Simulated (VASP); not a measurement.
# MgGaC4N4 (P-43m) in VASP: a series of runs

Runs on MgGaC4N4. Level: PBE. Tasks: relaxation of cell and atoms, single point.

Program: VASP 6.6.1. These are calculated values, not measurements. Logs are shortened: lines on timing, memory, paths and dates and some standing lists are left out, and cuts for length are marked.

## Step 1: The cell of the first run

The structure is cubic, space group P-43m (No. 215). The conventional cell has a = 5.929 Å, b = 5.929 Å, c = 5.929 Å, α = 90.00°, β = 90.00°, γ = 90.00°. Within 2.6 Å of Mg (site symmetry -43m) lie 4 C at 1.98 Å. Ga (site symmetry -43m) has 4 N at 1.98 Å within 2.6 Å. Within 1.6 Å of C (site symmetry 3m) lie 1 N at 1.17 Å. Within 1.6 Å of N (site symmetry 3m) lie 1 C at 1.17 Å.

## Step 2: Relaxation of cell and atoms, PBE

The input, INCAR:

```
SYSTEM = MgGaC4N4
PREC = Accurate
ENCUT = 600
EDIFF = 1E-6
ISMEAR = 0
SIGMA = 0.1
LREAL = .False.
LASPH = .True.
NELM = 60
ALGO = Normal
ISIF = 3
LWAVE = .False.
LCHARG = .False.
GGA = PE
IBRION = 2
NSW = 90
EDIFFG = -0.04
```

The input, KPOINTS:

```
Automatic mesh
0
Gamma
  4 4 4
  0 0 0
```

The input, POSCAR:

```
MgGaC4N4
1.0
    5.9293872600      0.0000000000      0.0000000000
    0.0000000000      5.9293872600      0.0000000000
    0.0000000000      0.0000000000      5.9293872600
Mg Ga C N
1 1 4 4
Direct
    0.0000000000      0.0000000000      0.0000000000
    0.5000000000      0.5000000000      0.5000000000
    0.1927945500      0.1927945500      0.1927945500
    0.1927945500      0.8072054500      0.8072054500
    0.8072054500      0.1927945500      0.8072054500
    0.8072054500      0.8072054500      0.1927945500
    0.3067186000      0.3067186000      0.3067186000
    0.3067186000      0.6932814000      0.6932814000
    0.6932814000      0.3067186000      0.6932814000
    0.6932814000      0.6932814000      0.3067186000
```

Potentials or basis: VASP PAW PBE potentials, release 64 (Mg, Ga_d, C, N).

Run with:

```console
> cat potpaw_PBE.64/Mg/POTCAR potpaw_PBE.64/Ga_d/POTCAR potpaw_PBE.64/C/POTCAR potpaw_PBE.64/N/POTCAR > POTCAR
> mpirun -np 1 vasp_std > vasp.out
```

OUTCAR:

```text
SYSTEM = MgGaC4N4
   PREC = Accurate
   ENCUT = 600
   EDIFF = 1E-6
   ISMEAR = 0
   LREAL = .False.
   LASPH = .True.
   NELM = 60
   ISIF = 3
   GGA = PE
   IBRION = 2
   NSW = 90
   EDIFFG = -0.04

 ion  position               nearest neighbor table
   1  0.000  0.000  0.000-   3 1.98   4 1.98   5 1.98   6 1.98
   2  0.500  0.500  0.500-   7 1.98   8 1.98   9 1.98  10 1.98
   3  0.193  0.193  0.193-   7 1.17   1 1.98
   4  0.193  0.807  0.807-   8 1.17   1 1.98
   5  0.807  0.193  0.807-   9 1.17   1 1.98
   6  0.807  0.807  0.193-  10 1.17   1 1.98
   7  0.307  0.307  0.307-   3 1.17   2 1.98
   8  0.307  0.693  0.693-   4 1.17   2 1.98
   9  0.693  0.307  0.693-   5 1.17   2 1.98
  10  0.693  0.693  0.307-   6 1.17   2 1.98

  LATTYP: Found a simple cubic cell.
 ALAT       =     5.9293872600

  Lattice vectors:

 A1 = (   5.9293872600,   0.0000000000,   0.0000000000)
 A2 = (   0.0000000000,   5.9293872600,   0.0000000000)
 A3 = (   0.0000000000,   0.0000000000,   5.9293872600)

Analysis of symmetry for initial positions (statically):
=====================================================================
 Subroutine PRICEL returns:
 Original cell was already a primitive cell.

 Routine SETGRP: Setting up the symmetry group for a
 simple cubic supercell.

 Subroutine GETGRP returns: Found 24 space group operations
 (whereof 24 operations were pure point group operations)
 out of a pool of 48 trial point group operations.

The static configuration has the point symmetry T_d .

Analysis of symmetry for dynamics (positions and initial velocities):
=====================================================================
 Subroutine PRICEL returns:
 Original cell was already a primitive cell.

 Routine SETGRP: Setting up the symmetry group for a
 simple cubic supercell.

 Subroutine GETGRP returns: Found 24 space group operations
 (whereof 24 operations were pure point group operations)
 out of a pool of 48 trial point group operations.

The dynamic configuration has the point symmetry T_d .

 Subroutine INISYM returns: Found 24 space group operations
 (whereof 24 operations are pure point group operations),
 and found     1 'primitive' translations

----------------------------------------------------------------------------------------

                                     Primitive cell

  volume of cell :     208.4632

  direct lattice vectors                    reciprocal lattice vectors
     5.929387260  0.000000000  0.000000000     0.168651491  0.000000000  0.000000000
     0.000000000  5.929387260  0.000000000     0.000000000  0.168651491  0.000000000
     0.000000000  0.000000000  5.929387260     0.000000000  0.000000000  0.168651491

  length of vectors
     5.929387260  5.929387260  5.929387260     0.168651491  0.168651491  0.168651491

  position of ions in fractional coordinates (direct lattice)
     0.000000000  0.000000000  0.000000000
     0.500000000  0.500000000  0.500000000
     0.192794550  0.192794550  0.192794550
     0.192794550  0.807205450  0.807205450
     0.807205450  0.192794550  0.807205450
     0.807205450  0.807205450  0.192794550
     0.306718600  0.306718600  0.306718600
     0.306718600  0.693281400  0.693281400
     0.693281400  0.306718600  0.693281400
     0.693281400  0.693281400  0.306718600

  ion indices of the primitive-cell ions
   primitive index   ion index
                 1           1
                 2           2
                 3           3
                 4           4
                 5           5
                 6           6
                 7           7
                 8           8
                 9           9
                10          10

----------------------------------------------------------------------------------------

 KPOINTS: Automatic mesh

Automatic generation of k-mesh.
 Grid dimensions read from file:
 generate k-points for:    4    4    4

 Generating k-lattice:

  Cartesian coordinates                     Fractional coordinates (reciprocal lattice)
     0.042162873  0.000000000  0.000000000     0.250000000  0.000000000  0.000000000
     0.000000000  0.042162873  0.000000000     0.000000000  0.250000000  0.000000000
     0.000000000  0.000000000  0.042162873     0.000000000  0.000000000  0.250000000

  Length of vectors
     0.042162873  0.042162873  0.042162873

  Shift w.r.t. Gamma in fractional coordinates (k-lattice)
     0.000000000  0.000000000  0.000000000

 Subroutine IBZKPT returns following result:
 ===========================================

 Found     10 irreducible k-points:

 Following reciprocal coordinates:
            Coordinates               Weight
  0.000000  0.000000  0.000000      1.000000
  0.250000  0.000000  0.000000      6.000000
  0.500000  0.000000  0.000000      3.000000
  0.250000  0.250000  0.000000     12.000000
  0.500000  0.250000  0.000000     12.000000
  0.500000  0.500000  0.000000      3.000000
  0.250000  0.250000  0.250000      8.000000
[... 17 lines left out ...]
   LSORBIT =      F    spin-orbit coupling
   LASPH  =      T    aspherical Exc in radial PAW
   ENCUT  =  600.0 eV  44.10 Ry    6.64 a.u.  11.84 11.84 11.84*2*pi/ulx,y,z
   NELM   =     60;   NELMIN=  2; NELMDL= -5     # of ELM steps
   EDIFF  = 0.1E-05   stopping-criterion for ELM
   LREAL  =      F    real-space projection
   EDIFFG = -.4E-01   stopping-criterion for IOM
   NSW    =     90    number of steps for IOM
   IBRION =      2    ionic relax: 0-MD 1-quasi-New 2-CG
   NFREE  =      1    steps in history (QN), initial steepest desc. (CG)
   ISIF   =      3    stress and relaxation
   ISYM   =      2    0-nonsym 1-usesym 2-fastsym
   POTIM  = 0.5000    time-step for ionic-motion
   TEBEG  =    0.0;   TEEND  =   0.0 temperature during run
   PSTRESS=    0.0 pullay stress
   NELECT =      51.0000    total number of electrons
   NUPDOWN=      -1.0000    fix difference up-down
   EMIN   =  10.00;   EMAX   =-10.00  energy-range for DOS
   EFERMI =   0.00;   METHOD = LEGACY
   ISMEAR =     0;   SIGMA  =   0.10  broadening in eV -4-tet -1-fermi 0-gaus
   EFERMI_NEDOS =   21; number of points for ismear=-14 and -15
   IALGO  =     38    algorithm
   IMIX   =      4    mixing-type and parameters
     AMIX     =   0.40;   BMIX     =  1.00
     AMIX_MAG =   1.60;   BMIX_MAG =  1.00
  volume/ion in A,a.u.               =      20.85       140.68
  Fermi-wavevector in a.u.,A,eV,Ry     =   1.023894  1.934879 14.263794  1.048359
  Thomas-Fermi vector in A             =   2.157652
   LORBIT       =      0    0 simple, 1 ext, 2 COOP (PROOUT), +10 PAW based schemes
   GGA     = PE    functional components
   LHFCALC =     F    Hartree Fock is set to
   AEXX    =    0.0000 exact exchange contribution
   IVDW    =     0    specifies the selected vdW correction
   LEPSILON=     F    determine dielectric tensor
   LRPA    =     F    only Hartree local field effects (RPA)
 conjugate gradient relaxation of ions
 non-spin polarized calculation
 Gauss-broadening in eV      SIGMA  =   0.10
  energy-cutoff  :      600.00
  volume of cell :      208.46
 maximum number of plane-waves:      6984
 NGX is ok and might be reduce to    48
   NGX = 23   NGY = 23   NGZ = 23

--------------------------------------- Ionic step        1  -------------------------------------------

 number of electron      50.9999982 magnetization

 Free energy of the ion-electron system (eV)
  ---------------------------------------------------
  ext. energy  EPLUGINS =         0.00000000
  ---------------------------------------------------
  free energy    TOTEN  =       -70.06198032 eV

  energy without entropy =      -70.01787399  energy(sigma->0) =      -70.03992716

------------------------ aborting loop because EDIFF is reached ----------------------------------------

  FORCE on cell =-STRESS in cart. coord.  units (eV):
  Direction    XX          YY          ZZ          XY          YZ          ZX
  --------------------------------------------------------------------------------------
  -------------------------------------------------------------------------------------
  Total        3.6553278      3.6553278      3.6553278      0.0000000      0.0000000     -0.0000000
  in kB       28.0936043     28.0936043     28.0936043      0.0000000      0.0000000     -0.0000000
  external PRESSURE =      28.0936043 kB  Pullay stress =       0.0000000 kB
[... 113 lines left out ...]
  FREE ENERGIE OF THE ION-ELECTRON SYSTEM (eV)
  ---------------------------------------------------
  free  energy   TOTEN  =       -70.3352928746 eV

  energy  without entropy=      -70.2886536552  energy(sigma->0) =      -70.31197326

[... ionic steps 4 to 7 ...]

--------------------------------------- Ionic step        8  -------------------------------------------

 number of electron      51.0000015 magnetization

------------------------ aborting loop because EDIFF is reached ----------------------------------------

  FORCE on cell =-STRESS in cart. coord.  units (eV):
  Direction    XX          YY          ZZ          XY          YZ          ZX
  --------------------------------------------------------------------------------------
  -------------------------------------------------------------------------------------
  Total        0.3786002      0.3786002      0.3786002     -0.0000000     -0.0000000     -0.0000000
  in kB        2.7579228      2.7579228      2.7579228     -0.0000000     -0.0000000     -0.0000000
  external PRESSURE =       2.7579228 kB  Pullay stress =       0.0000000 kB
[... 73 lines left out ...]
  energy  without entropy=      -71.0454819809  energy(sigma->0) =      -71.06992401

--------------------------------------- Ionic step       10  -------------------------------------------

 number of electron      51.0000016 magnetization

 Free energy of the ion-electron system (eV)
  ---------------------------------------------------
  ext. energy  EPLUGINS =         0.00000000
  ---------------------------------------------------
  free energy    TOTEN  =       -71.09447014 eV

  energy without entropy =      -71.04559528  energy(sigma->0) =      -71.07003271

 E-fermi :   1.7841     XC(G=0):  -6.8061

 val. band max:        1.7299441754   @ k =   0.2500   0.2500   0.0000
 cond. band min:       1.7857579524   @ k =   0.2500   0.0000   0.0000
 fundamental gap:      0.0558137769
 Fermi energy:         1.7841309520

 k-point     1 :       0.0000    0.0000    0.0000
  band No.  band energies     occupation
      1     -19.1213      2.00000
      2     -18.9626      2.00000
      3     -18.9626      2.00000
      4     -18.9626      2.00000
      5     -16.1659      2.00000
      6     -16.1659      2.00000
[... 366 lines left out ...]
  FREE ENERGIE OF THE ION-ELECTRON SYSTEM (eV)
  ---------------------------------------------------
  free  energy   TOTEN  =       -71.0944701418 eV

  energy  without entropy=      -71.0455952842  energy(sigma->0) =      -71.07003271

 reached required accuracy - stopping structural energy minimisation
```

Wall time 4.4 min (1 thread of Intel Xeon 6975P-C (Granite Rapids), shared host); peak memory 0.39 GiB.

What came out:

```
Free energy                           : -71.0945 eV
Relaxed volume                        : 22.01 Å³/atom
Relaxed cell                          : a = 6.038 Å, b = 6.038 Å, c = 6.038 Å, α = 90.00°, β = 90.00°, γ = 90.00°
Space group after relaxing (to 0.1 Å) : P-43m (No. 215)
Energy gained by relaxing             : 103.2 meV/atom
Ionic steps                           : 10
Pressure after relaxing               : 0.1 GPa
Largest force after relaxing          : 0.036 eV/Å
Band gap on the k mesh                : zero (an odd number of electrons rules out a gap without spin polarisation)
```

Forces on the atoms (eV/Å):
```
Mg   0.000  0.000  0.000
Ga   0.000  0.000  0.000
C   -0.021 -0.021 -0.021
C   -0.021  0.021  0.021
C    0.021 -0.021  0.021
C    0.021  0.021 -0.021
N    0.005  0.005  0.005
N    0.005 -0.005 -0.005
N   -0.005  0.005 -0.005
N   -0.005 -0.005  0.005
```

Step by step:
```csv
step,energy change (eV),largest force (eV/Å),pressure (GPa),volume (Å³)
1,0.0000,2.6486,2.81,208.46
2,0.7098,8.2995,-7.29,219.69
3,-0.2733,4.0394,-1.54,212.09
4,-0.6655,2.8423,-1.39,214.46
5,-1.0252,0.5483,-0.38,219.40
6,-1.0312,0.2894,-0.18,220.09
7,-1.0311,0.2704,-0.13,220.25
8,-1.0316,0.2307,0.28,219.94
9,-1.0324,0.0483,0.10,220.08
10,-1.0325,0.0358,0.06,220.12
```

Final structure:
```xyz
10
Lattice="6.0379 0.0000 0.0000 0.0000 6.0379 0.0000 0.0000 0.0000 6.0379" Properties=species:S:1:pos:R:3 pbc="T T T"
Mg    0.0000    0.0000    0.0000
Ga    3.0189    3.0189    3.0189
C     1.2501    1.2501    1.2501
C     1.2501    4.7878    4.7878
C     4.7878    1.2501    4.7878
C     4.7878    4.7878    1.2501
N     1.9318    1.9318    1.9318
N     1.9318    4.1061    4.1061
N     4.1061    1.9318    4.1061
N     4.1061    4.1061    1.9318
```

## Step 3: Single point, PBE, collinear spin, ferromagnetic start

The input, INCAR:

```
PREC = Accurate
ENCUT = 520
EDIFF = 1E-6
ISMEAR = 0
SIGMA = 0.1
LREAL = F
LASPH = T
NELM = 150
ALGO = Normal
ISIF = 2
LWAVE = F
LCHARG = F
ISPIN = 2
MAGMOM = 0 0 1 1 1 1 1 1 1 1
LORBIT = 11
GGA = PE
NBANDS = 40
```

The input, KPOINTS:

```
regular mesh
0
Gamma
  4 4 4
```

POSCAR is that of step 2.

Potentials or basis: VASP PAW PBE potentials, release 64 (Mg, Ga_d, C, N).

Run with:

```console
> cat potpaw_PBE.64/Mg/POTCAR potpaw_PBE.64/Ga_d/POTCAR potpaw_PBE.64/C/POTCAR potpaw_PBE.64/N/POTCAR > POTCAR
> mpirun -np 1 vasp_std > vasp.out
```

Wall time 2.9 min (1 thread of Intel Xeon 6975P-C (Granite Rapids), shared host); peak memory 0.48 GiB.

It converged, with:

- Free energy: -70.0492 eV
- Pressure: 2.9 GPa
- Largest force: 2.673 eV/Å
- Net moment: 0.32 μB per cell
- Valence electrons inside the program's atomic spheres: Mg 0.55; Ga 11.51; C 2.60; N 3.91

Forces on the atoms (eV/Å):
```
Mg   0.000  0.000  0.000
Ga   0.000  0.000  0.000
C    0.508  0.508  0.508
C    0.508 -0.508 -0.508
C   -0.508  0.508 -0.508
C   -0.508 -0.508  0.508
N    1.543  1.543  1.543
N    1.543 -1.543 -1.543
N   -1.543  1.543 -1.543
N   -1.543 -1.543  1.543
```

Levels at points of the mesh, in eV from the Fermi level:
Spin up:
| k point | band 22 | band 23 | band 24 | band 25 | band 26 | band 27 | band 28 | band 29 |
| --- | --- | --- | --- | --- | --- | --- | --- | --- |
| (0.00, 0.00, 0.00) | -6.58 | -6.42 | -6.42 | -6.42 | -0.19 | -0.19 | -0.19 | 0.60 |
| (0.50, 0.00, 0.00) | -6.64 | -6.49 | -6.13 | -6.13 | 0.13 | 0.13 | 0.24 | 0.30 |
| (0.50, 0.50, 0.00) | -6.60 | -6.55 | -6.12 | -6.12 | 0.14 | 0.31 | 0.58 | 0.58 |
| (0.50, 0.50, 0.50) | -6.46 | -6.46 | -6.46 | -6.46 | 0.34 | 0.34 | 0.34 | 0.65 |
Spin down:
```csv
k point,band 21,band 22,band 23,band 24,band 25,band 26,band 27,band 28,band 29,band 30
"(0.00, 0.00, 0.00)",-6.55,-6.55,-6.38,-6.38,-6.38,-0.11,-0.11,-0.11,0.66,0.66
"(0.50, 0.00, 0.00)",-6.60,-6.60,-6.45,-6.09,-6.09,0.21,0.21,0.31,0.37,0.86
"(0.50, 0.50, 0.00)",-6.60,-6.57,-6.51,-6.08,-6.08,0.21,0.38,0.65,0.65,0.99
"(0.50, 0.50, 0.50)",-6.42,-6.42,-6.41,-6.41,-6.41,0.41,0.41,0.41,0.70,0.76
```

Caveat: forces of over 1 eV/Å act on the atoms, so gaps and moduli don't describe the material at rest.

## Step 4: Relaxation of cell and atoms, PBE

This run uses another cell than the first one, of 21.96 Å³/atom.

The input, INCAR:

```
PREC = Accurate ; ENCUT = 600
EDIFF = 1E-6 ; ISMEAR = 0
SIGMA = 0.1 ; LREAL = False
LASPH = True ; NELM = 100
ALGO = Normal ; ISIF = 3
LWAVE = False ; LCHARG = False
GGA = PE ; IBRION = 2
NSW = 100 ; EDIFFG = -0.01
```

The input, KPOINTS:

```
regular mesh
0
Gamma
  6 6 6
```

The input, POSCAR:

```
MgGaC4N4
1.0
    6.0330575200      0.0000000000      0.0000000000
    0.0000000000      6.0330575200      0.0000000000
    0.0000000000      0.0000000000      6.0330575200
Mg Ga C N
1 1 4 4
Direct
    0.0000000000      0.0000000000      0.0000000000
    0.5000000000      0.5000000000      0.5000000000
    0.2068536058      0.2068536058      0.2068536058
    0.2068536058      0.7931463942      0.7931463942
    0.7931463942      0.2068536058      0.7931463942
    0.7931463942      0.7931463942      0.2068536058
    0.3195619084      0.3195619084      0.3195619084
    0.3195619084      0.6804380916      0.6804380916
    0.6804380916      0.3195619084      0.6804380916
    0.6804380916      0.6804380916      0.3195619084
```

Run with:

```console
> cat potpaw_PBE.64/Mg/POTCAR potpaw_PBE.64/Ga_d/POTCAR potpaw_PBE.64/C/POTCAR potpaw_PBE.64/N/POTCAR > POTCAR
> mpirun -np 1 vasp_std > vasp.out
```

Wall time 5.2 min (1 thread of Intel Xeon 6975P-C (Granite Rapids), shared host); peak memory 0.45 GiB.

The run converged. Its results:

- Free energy: -71.1040 eV
- Relaxed volume: 22.02 Å³/atom
- Relaxed cell: a = 6.038 Å, b = 6.038 Å, c = 6.038 Å, α = 90.00°, β = 90.00°, γ = 90.00°
- Space group after relaxing (to 0.1 Å): P-43m (No. 215)
- Energy gained by relaxing: 0.2 meV/atom
- Ionic steps: 7
- Pressure after relaxing: 0.0 GPa
- Largest force after relaxing: 0.007 eV/Å
- Band gap on the k mesh: zero (an odd number of electrons rules out a gap without spin polarisation)

Forces on the atoms (eV/Å):
```
Mg   0.000  0.000  0.000
Ga   0.000  0.000  0.000
C    0.000  0.000  0.000
C    0.000  0.000  0.000
C    0.000  0.000  0.000
C    0.000  0.000  0.000
N    0.004  0.004  0.004
N    0.004 -0.004 -0.004
N   -0.004  0.004 -0.004
N   -0.004 -0.004  0.004
```

The path:
| step | energy change (eV) | largest force (eV/Å) | pressure (GPa) | volume (Å³) |
| --- | --- | --- | --- | --- |
| 1 | 0.0000 | 0.3779 | 0.38 | 219.59 |
| 2 | 0.2271 | 3.3810 | -3.11 | 221.26 |
| 3 | -0.0023 | 0.0306 | 0.04 | 219.74 |
| 4 | -0.0023 | 0.0246 | 0.05 | 219.73 |
| 5 | -0.0023 | 0.0182 | 0.06 | 219.73 |
| 6 | -0.0024 | 0.0143 | 0.03 | 219.91 |
| 7 | -0.0025 | 0.0071 | -0.01 | 220.17 |

Final structure:
```xyz
10
Lattice="6.0383 0.0000 0.0000 0.0000 6.0383 0.0000 0.0000 0.0000 6.0383" Properties=species:S:1:pos:R:3 pbc="T T T"
Mg    0.0000    0.0000    0.0000
Ga    3.0192    3.0192    3.0192
C     1.2494    1.2494    1.2494
C     1.2494    4.7889    4.7889
C     4.7889    1.2494    4.7889
C     4.7889    4.7889    1.2494
N     1.9313    1.9313    1.9313
N     1.9313    4.1070    4.1070
N     4.1070    1.9313    4.1070
N     4.1070    4.1070    1.9313
```

Levels at points of the mesh, in eV from the Fermi level:
```tsv
k point	band 21	band 22	band 23	band 24	band 25	band 26	band 27	band 28	band 29	band 30
(0.00, 0.00, 0.00)	-6.57	-6.57	-6.39	-6.39	-6.39	-0.11	-0.11	-0.11	0.52	0.52
(0.50, 0.00, 0.00)	-6.59	-6.59	-6.58	-6.19	-6.19	0.17	0.17	0.24	0.28	0.94
(0.50, 0.50, 0.00)	-6.61	-6.61	-6.50	-6.18	-6.18	0.14	0.39	0.48	0.48	1.23
(0.50, 0.50, 0.50)	-6.49	-6.49	-6.46	-6.46	-6.46	0.25	0.25	0.25	0.72	0.72
```

## Step 5: Summary

| task | spin | cell | k mesh | cutoff (eV) | gap on the mesh (eV) | pressure (GPa) | relaxed volume (Å³/atom) | largest force (eV/Å) |
| --- | --- | --- | --- | --- | --- | --- | --- | --- |
| relaxation of cell and atoms | off | relaxed from a = 5.929 Å, 10 atoms, atomic positions A | 4 × 4 × 4 | 600 | none | 0.1 | 22.01 | 0.04 |
| single point | collinear, ferromagnetic start | a = 5.929 Å, 10 atoms, atomic positions A | 4 × 4 × 4 | 520 | none | 2.9 | - | 2.67 |
| relaxation of cell and atoms | off | relaxed from a = 6.033 Å, 10 atoms, atomic positions B | 6 × 6 × 6 | 600 | none | 0.0 | 22.02 | 0.01 |

Alike in all rows: level PBE; potentials or basis VASP PAW PBE potentials, release 64 (Mg, Ga_d, C, N); smearing gaussian 0.1 eV.

Caveats: forces of over 1 eV/Å act on the atoms, so gaps and moduli don't describe the material at rest (at least some runs).

Total energies depend on the potentials used, so only differences within one code and one set of settings carry meaning.

The gap in the log of VASP goes by the Fermi energy; the results here count the filled bands.